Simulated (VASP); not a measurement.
# C (P-1) in VASP: notebook

C is run at these levels: LDA; tasks: single point.

Program: VASP 6.6.1. These are calculated values, not measurements. Logs are shortened: lines on timing, memory, paths and dates and some standing lists are left out, and cuts for length are marked.

## 1. The cell of the first run

The typed cell holds 2 atoms: a = 3.635 Å, b = 3.635 Å, c = 3.635 Å, α = 39.49°, β = 39.49°, γ = 39.49°.

## 2. Single point, LDA (atom 1 (C) moved by (-0.300, -0.300) A along [1 1 0] and z)

Input file INCAR:

```
SYSTEM = C
ALGO = Normal ; EDIFF = 1E-6
ENCUT = 520 ; ISIF = 2
ISMEAR = 0 ; LASPH = .True.
LCHARG = .False. ; LREAL = .False.
LWAVE = .False. ; NBANDS = 11
NELM = 60 ; PREC = Accurate
SIGMA = 0.05
```

Input file KPOINTS:

```
k-points
0
Gamma
  12 12 12
  0 0 0
```

Input file POSCAR:

```
C
1.0
    1.2280263465      0.7090013417      3.3470108394
   -1.2280263465      0.7090013417      3.3470108394
    0.0000000000     -1.4180026834      3.3470108394
C
2
Direct
   -0.0021149229      0.1706273273      0.2338553792
    0.8360000000      0.8360000000      0.8360000000
```

Potentials or basis: VASP PAW LDA potentials, release 64 (C).

Launch:

```bash
> cat potpaw_LDA.64/C/POTCAR > POTCAR
> mpirun -np 1 vasp_std > vasp.out
```

OUTCAR:

```text
SYSTEM = C
   EDIFF = 1E-6
   ENCUT = 520
   ISIF = 2
   ISMEAR = 0
   LASPH = .True.
   LREAL = .False.
   NELM = 60
   PREC = Accurate

 ion  position               nearest neighbor table
   1  0.998  0.171  0.234-   2 1.27   2 1.42   2 1.75
   2  0.836  0.836  0.836-   1 1.27   1 1.42   1 1.75

  LATTYP: Found a trigonal (rhomboedric) cell.
 ALAT       =     3.6349983727
 COS(alpha) =     0.7717362630

  Lattice vectors:

 A1 = (   1.2280263465,   0.7090013417,   3.3470108394)
 A2 = (  -1.2280263465,   0.7090013417,   3.3470108394)
 A3 = (   0.0000000000,  -1.4180026834,   3.3470108394)

Analysis of symmetry for initial positions (statically):
=====================================================================
 Subroutine PRICEL returns:
 Original cell was already a primitive cell.

 Routine SETGRP: Setting up the symmetry group for a
 trigonal (rhombohedral) supercell.

 Subroutine GETGRP returns: Found  2 space group operations
 (whereof  1 operations were pure point group operations)
 out of a pool of 12 trial point group operations.

The static configuration has the point symmetry C_1 .
 The point group associated with its full space group is S_2 .

Analysis of symmetry for dynamics (positions and initial velocities):
=====================================================================
 Subroutine PRICEL returns:
 Original cell was already a primitive cell.

 Routine SETGRP: Setting up the symmetry group for a
 trigonal (rhombohedral) supercell.

 Subroutine GETGRP returns: Found  2 space group operations
 (whereof  1 operations were pure point group operations)
 out of a pool of 12 trial point group operations.

The dynamic configuration has the point symmetry C_1 .
 The point group associated with its full space group is S_2 .

 Subroutine INISYM returns: Found  2 space group operations
 (whereof  1 operations are pure point group operations),
 and found     1 'primitive' translations

----------------------------------------------------------------------------------------

                                     Primitive cell

  volume of cell :      17.4849

  direct lattice vectors                    reciprocal lattice vectors
     1.228026347  0.709001342  3.347010839     0.407157388  0.235072428  0.099591352
    -1.228026347  0.709001342  3.347010839    -0.407157388  0.235072428  0.099591352
     0.000000000 -1.418002683  3.347010839     0.000000000 -0.470144855  0.099591352

  length of vectors
     3.634998373  3.634998373  3.634998373     0.480577384  0.480577384  0.480577384

  position of ions in fractional coordinates (direct lattice)
     0.997885077  0.170627327  0.233855379
     0.836000000  0.836000000  0.836000000

  ion indices of the primitive-cell ions
   primitive index   ion index
                 1           1
                 2           2

----------------------------------------------------------------------------------------

 KPOINTS: k-points

Automatic generation of k-mesh.
 Grid dimensions read from file:
 generate k-points for:   12   12   12

 Generating k-lattice:

  Cartesian coordinates                     Fractional coordinates (reciprocal lattice)
     0.033929782  0.019589369  0.008299279     0.083333333  0.000000000  0.000000000
    -0.033929782  0.019589369  0.008299279     0.000000000  0.083333333  0.000000000
     0.000000000 -0.039178738  0.008299279     0.000000000  0.000000000  0.083333333

  Length of vectors
     0.040048115  0.040048115  0.040048115

  Shift w.r.t. Gamma in fractional coordinates (k-lattice)
     0.000000000  0.000000000  0.000000000

 Subroutine IBZKPT returns following result:
 ===========================================

 Found    868 irreducible k-points:

 Following reciprocal coordinates:
            Coordinates               Weight
  0.000000  0.000000  0.000000      1.000000
  0.083333 -0.000000  0.000000      2.000000
 -0.000000  0.083333  0.000000      2.000000
  0.000000  0.000000  0.083333      2.000000
  0.166667 -0.000000  0.000000      2.000000
 -0.000000  0.166667  0.000000      2.000000
[... 16 lines left out ...]
  0.166667  0.083333  0.000000      2.000000
 -0.166667  0.000000 -0.083333      2.000000
 [... further k-points ...]
   k-points           NKPTS =    868   k-points in BZ     NKDIM =    868   number of bands    NBANDS=     11
   number of dos      NEDOS =    301   number of ions     NIONS =      2
   total plane-waves  NPLWV =  21952
   dimension x,y,z NGX =    28 NGY =   28 NGZ =   28
   dimension x,y,z NGXF=    56 NGYF=   56 NGZF=   56
   ions per type =               2
   NGX,Y,Z   is equivalent  to a cutoff of  12.81, 12.81, 12.81 a.u.
   NGXF,Y,Z  is equivalent  to a cutoff of  25.61, 25.61, 25.61 a.u.
 SYSTEM =  C
   PREC   = accura    normal or accurate (medium, high low for compatibility)
   ISTART =      0    job   : 0-new  1-cont  2-samecut
   ICHARG =      2    charge: 1-file 2-atom 10-const
   ISPIN  =      1    spin polarized calculation?
   LNONCOLLINEAR =      F non collinear calculations
   LSORBIT =      F    spin-orbit coupling
   LASPH  =      T    aspherical Exc in radial PAW
   ENCUT  =  520.0 eV  38.22 Ry    6.18 a.u.   6.76  6.76  6.76*2*pi/ulx,y,z
   NELM   =     60;   NELMIN=  2; NELMDL= -5     # of ELM steps
   EDIFF  = 0.1E-05   stopping-criterion for ELM
   LREAL  =      F    real-space projection
   EDIFFG = 0.1E-04   stopping-criterion for IOM
   NSW    =      0    number of steps for IOM
   IBRION =     -1    ionic relax: 0-MD 1-quasi-New 2-CG
   NFREE  =      0    steps in history (QN), initial steepest desc. (CG)
   ISIF   =      2    stress and relaxation
   ISYM   =      2    0-nonsym 1-usesym 2-fastsym
   POTIM  = 0.5000    time-step for ionic-motion
   TEBEG  =    0.0;   TEEND  =   0.0 temperature during run
   PSTRESS=    0.0 pullay stress
   NELECT =       8.0000    total number of electrons
   NUPDOWN=      -1.0000    fix difference up-down
   EMIN   =  10.00;   EMAX   =-10.00  energy-range for DOS
   EFERMI =   0.00;   METHOD = LEGACY
   ISMEAR =     0;   SIGMA  =   0.05  broadening in eV -4-tet -1-fermi 0-gaus
   EFERMI_NEDOS =   21; number of points for ismear=-14 and -15
   IALGO  =     38    algorithm
   IMIX   =      4    mixing-type and parameters
     AMIX     =   0.40;   BMIX     =  1.00
     AMIX_MAG =   1.60;   BMIX_MAG =  1.00
  volume/ion in A,a.u.               =       8.74        59.00
  Fermi-wavevector in a.u.,A,eV,Ry     =   1.261490  2.383870 21.651724  1.591357
  Thomas-Fermi vector in A             =   2.394946
   LORBIT       =      0    0 simple, 1 ext, 2 COOP (PROOUT), +10 PAW based schemes
   GGA     = CA    functional components
   LHFCALC =     F    Hartree Fock is set to
   AEXX    =    0.0000 exact exchange contribution
   IVDW    =     0    specifies the selected vdW correction
   LEPSILON=     F    determine dielectric tensor
   LRPA    =     F    only Hartree local field effects (RPA)
 non-spin polarized calculation
 Gauss-broadening in eV      SIGMA  =   0.05
  energy-cutoff  :      520.00
  volume of cell :       17.48
 maximum number of plane-waves:       483
   NGX = 13   NGY = 13   NGZ = 13

 number of electron       8.0000000 magnetization

 Free energy of the ion-electron system (eV)
  ---------------------------------------------------
  ext. energy  EPLUGINS =         0.00000000
  ---------------------------------------------------
  free energy    TOTEN  =       -17.78533498 eV

  energy without entropy =      -17.78473606  energy(sigma->0) =      -17.78503552

 E-fermi :   4.8294     XC(G=0): -10.9136

 val. band max:        4.8278457117   @ k =   0.0000  -0.4167   0.0833
 cond. band min:       4.8306461876   @ k =   0.0833  -0.0000   0.0000
 fundamental gap:      0.0028004759
 Fermi energy:         4.8294469572

 k-point     1 :       0.0000    0.0000    0.0000
  band No.  band energies     occupation
      1     -14.8553      2.00000
      2      -1.7258      2.00000
      3      -1.0621      2.00000
      4       5.9406      0.00000
      5       7.5383      0.00000
      6       7.8508      0.00000
      7      16.2941      0.00000
      8      17.7808      0.00000
      9      19.0578      0.00000
     10      26.0046      0.00000
     11      29.0334      0.00000

 k-point     2 :       0.0833   -0.0000    0.0000
  band No.  band energies     occupation
      1     -14.6833      2.00000
      2      -1.5989      2.00000
      3      -1.2097      2.00000
      4       4.8306      0.97294
      5       6.5542      0.00000
      6       9.5957      0.00000
      7      16.4676      0.00000
      8      17.5383      0.00000
      9      19.2875      0.00000
     10      26.5258      0.00000
     11      27.7012      0.00000

 k-point     3 :      -0.0000    0.0833    0.0000
  band No.  band energies     occupation
      1     -14.6906      2.00000
      2      -1.7787      2.00000
      3      -1.1966      2.00000
      4       5.6474      0.00000
      5       6.9895      0.00000
      6       8.2964      0.00000
      7      16.6107      0.00000
      8      17.4238      0.00000
      9      19.4008      0.00000
     10      26.0334      0.00000
     11      28.6619      0.00000
[... 267 lines left out ...]
 k-point    23 :       0.1667    0.0833    0.0000
  band No.  band energies     occupation
      1     -14.3380      2.00000
      2      -1.9884      2.00000
      3      -1.1749      2.00000
      4       3.3482      2.00000
      5       6.9586      0.00000
      6      10.8157      0.00000
      7      16.0019      0.00000
      8      17.1469      0.00000
      9      19.8612      0.00000
     10      25.7720      0.00000
     11      27.2583      0.00000

 k-point    24 :      -0.1667    0.0000   -0.0833
  band No.  band energies     occupation
      1     -14.3329      2.00000
      2      -1.8020      2.00000
      3      -1.3629      2.00000
      4       3.6625      2.00000
      5       6.9700      0.00000
      6       9.7049      0.00000
      7      16.5168      0.00000
      8      17.4411      0.00000
      9      19.9943      0.00000
     10      25.7694      0.00000
     11      27.6991      0.00000

 [... further k-points ...]

------------------------ aborting loop because EDIFF is reached ----------------------------------------

  FORCE on cell =-STRESS in cart. coord.  units (eV):
  Direction    XX          YY          ZZ          XY          YZ          ZX
  --------------------------------------------------------------------------------------
  -------------------------------------------------------------------------------------
  Total        0.8719173      4.8740742     -1.6058290     -0.5928582     -2.7251112     -0.8412620
  in kB       79.8955861    446.6214837   -147.1454263    -54.3248170   -249.7075631    -77.0865712
  external PRESSURE =     126.4572145 kB  Pullay stress =       0.0000000 kB

 VOLUME and BASIS-vectors are now :
 -----------------------------------------------------------------------------
  energy-cutoff  :      520.00
  volume of cell :       17.48
      direct lattice vectors                 reciprocal lattice vectors
     1.228026347  0.709001342  3.347010839     0.407157388  0.235072428  0.099591352
    -1.228026347  0.709001342  3.347010839    -0.407157388  0.235072428  0.099591352
     0.000000000 -1.418002683  3.347010839     0.000000000 -0.470144855  0.099591352

 POSITION                                       TOTAL-FORCE (eV/Angst)
 -----------------------------------------------------------------------------------
      1.01589      0.49687      4.69374         2.625517      7.583884      3.267161
      0.00000      0.00000      8.39430        -2.625517     -7.583884     -3.267161
 -----------------------------------------------------------------------------------
    total drift:                                0.000000     -0.000000     -0.000001

  FREE ENERGIE OF THE ION-ELECTRON SYSTEM (eV)
  ---------------------------------------------------
  free  energy   TOTEN  =       -17.7853349849 eV

  energy  without entropy=      -17.7847360642  energy(sigma->0) =      -17.78503552
```

It took 91 s on 1 thread of Intel Xeon 6975P-C (Granite Rapids), shared host; peak memory 0.24 GiB.

What came out:

* Free energy: -17.7853 eV
* Pressure: 12.6 GPa
* Largest force: 8.665 eV/Å
* Band gap on the k mesh: zero (bands 4 and 5 overlap by 3.00 eV)

Forces on the atoms (eV/Å):
```
C    2.626  7.584  3.267
C   -2.626 -7.584 -3.267
```

Stress tensor (GPa, compression positive):
```
  7.99  -5.43  -7.71
 -5.43  44.66 -24.97
 -7.71 -24.97 -14.71
```

Levels at points of the mesh, in eV from the Fermi level:
| k point | band 2 | band 3 | band 4 | band 5 | band 6 | band 7 |
| --- | --- | --- | --- | --- | --- | --- |
| (0.00, 0.00, 0.00) | -6.56 | -5.89 | 1.11 | 2.71 | 3.02 | 11.46 |
| (0.50, 0.00, 0.00) | -11.45 | -7.61 | -3.30 | 2.31 | 6.70 | 12.07 |
| (0.00, 0.50, 0.00) | -13.45 | -4.23 | -1.70 | -0.06 | 4.02 | 11.00 |
| (0.00, 0.00, 0.50) | -13.69 | -4.30 | -1.26 | -0.60 | 5.72 | 10.42 |
| (0.50, 0.50, 0.00) | -13.58 | -4.34 | -2.43 | -0.85 | 5.58 | 11.35 |
| (0.50, 0.00, 0.50) | -13.34 | -4.19 | -3.24 | 0.46 | 3.86 | 10.89 |
| (0.00, 0.50, 0.50) | -11.32 | -7.65 | -4.44 | 3.53 | 6.32 | 8.78 |
| (0.50, 0.50, 0.50) | -8.96 | -5.90 | 2.14 | 3.01 | 8.04 | 9.82 |

Caveat: the cell differs from its parent crystal (atom 1 (C) moved by (-0.300, -0.300) A along [1 1 0] and z); the stress differs along the axes, from -15 to 45 GPa; forces of over 1 eV/Å act on the atoms, so gaps and moduli don't describe the material at rest.

## 3. Single point, LDA (atom 1 (C) moved by (-0.300, +0.000) A along [1 1 0] and z)

Input file INCAR:

```
SYSTEM = C
PREC = Accurate
ENCUT = 520
EDIFF = 1E-6
ISMEAR = 0
SIGMA = 0.05
LREAL = .FALSE.
LASPH = .TRUE.
NELM = 60
ALGO = Normal
ISIF = 2
LWAVE = .FALSE.
LCHARG = .FALSE.
GGA = CA
NBANDS = 11
```

Input file KPOINTS:

```
regular mesh
0
G
  12 12 12
  0 0 0
```

POSCAR: that of step 2 with these lines changed.

```diff
@@ -8,3 +8,3 @@
 Direct
-   -0.0021149229      0.1706273273      0.2338553792
+    0.0277624826      0.2005047328      0.2637327846
     0.8360000000      0.8360000000      0.8360000000
```

Potentials or basis: VASP PAW LDA potentials, release 64 (C).

Launch:

```bash
> cat potpaw_LDA.64/C/POTCAR > POTCAR
> mpirun -np 1 vasp_std > vasp.out
```

Wall time 87 s (1 thread of Intel Xeon 6975P-C (Granite Rapids), shared host); peak memory 0.24 GiB.

It converged, with:

```yaml
Free_energy: -18.3240 eV
Pressure: 27.2 GPa
Largest_force: 11.105 eV/Å
Band_gap_on_the_k_mesh: zero (bands 4 and 5 overlap by 2.93 eV)
```

Forces in eV/Å, atoms in the order of the input:
```
C     3.903  10.388   0.421
C    -3.903 -10.388  -0.421
```

Stress tensor (GPa, compression positive):
```
 10.28 -18.17  -1.81
-18.17  72.45  -5.62
 -1.81  -5.62  -1.03
```

Levels at points of the mesh, in eV from the Fermi level:
| k point | band 1 | band 2 | band 3 | band 4 | band 5 | band 6 | band 7 | band 8 | band 9 |
| --- | --- | --- | --- | --- | --- | --- | --- | --- | --- |
| (0.00, 0.00, 0.00) | -19.93 | -7.31 | -7.12 | 1.70 | 2.67 | 3.70 | 11.67 | 12.19 | 14.70 |
| (0.50, 0.00, 0.00) | -15.22 | -11.91 | -8.92 | -4.04 | 4.69 | 6.77 | 11.61 | 12.26 | 15.89 |
| (0.00, 0.50, 0.00) | -15.02 | -13.98 | -4.88 | -2.20 | 1.01 | 4.10 | 11.46 | 11.73 | 18.37 |
| (0.00, 0.00, 0.50) | -15.15 | -14.05 | -5.00 | -0.79 | -0.68 | 5.89 | 10.76 | 11.85 | 19.16 |
| (0.50, 0.50, 0.00) | -15.07 | -13.94 | -5.05 | -1.78 | -1.13 | 5.62 | 12.73 | 13.96 | 18.79 |
| (0.50, 0.00, 0.50) | -14.93 | -13.89 | -4.90 | -3.01 | 0.46 | 3.88 | 12.68 | 14.33 | 18.63 |
| (0.00, 0.50, 0.50) | -15.11 | -11.80 | -8.95 | -4.71 | 4.01 | 6.36 | 11.69 | 14.70 | 15.93 |
| (0.50, 0.50, 0.50) | -19.61 | -9.12 | -7.32 | 1.79 | 2.64 | 9.54 | 11.71 | 12.05 | 14.57 |

Caveat: the cell differs from its parent crystal (atom 1 (C) moved by (-0.300, +0.000) A along [1 1 0] and z); the stress differs along the axes, from -1 to 72 GPa; forces of over 1 eV/Å act on the atoms, so gaps and moduli don't describe the material at rest.

(Part 1 of 2 ends here.)

The gap in the log of VASP goes by the Fermi energy; the results here count the filled bands.